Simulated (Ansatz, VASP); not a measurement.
# NaI: VASP beside Ansatz

```
CELL_PARAMETERS angstrom
0.00000 3.20026 3.20026
3.20026 0.00000 3.20026
3.20026 3.20026 0.00000
ATOMIC_POSITIONS crystal
Na 0.00000 0.00000 0.00000
I 0.50000 0.50000 0.50000
```

Alike in both runs: functional PBEsol; k mesh 14 × 14 × 14; occupations fermi-dirac, width 0.05 eV; no spin polarisation.

Ansatz relaxed the structure, and its values are those at the end. VASP's run is a single point on that final structure, the one shown.

|  | VASP | Ansatz |
| --- | --- | --- |
| version | VASP 6.6.1 | Ansatz 0.2.0 |
| potentials or method | VASP PAW PBE potentials, release 64 (Na_pv, I) | PAW with Ansatz's default frozen-core files, scalar-relativistic |
| plane-wave cutoff (eV) | 520 | 420 |
| valence electrons in the cell | 14 | 26 |

|  | VASP | Ansatz | Ansatz less VASP |
| --- | --- | --- | --- |
| pressure (GPa) | 0.1 | 0.0 | -0.04 |

VASP's potentials were made for PBE, not for PBEsol. With one functional, cell and mesh, what is left measures potentials, basis and numerics. VASP's potentials hold 14 valence electrons a cell and Ansatz's 26, so a difference there can come from the potentials and not from the codes.

Spin-orbit coupling is off throughout.
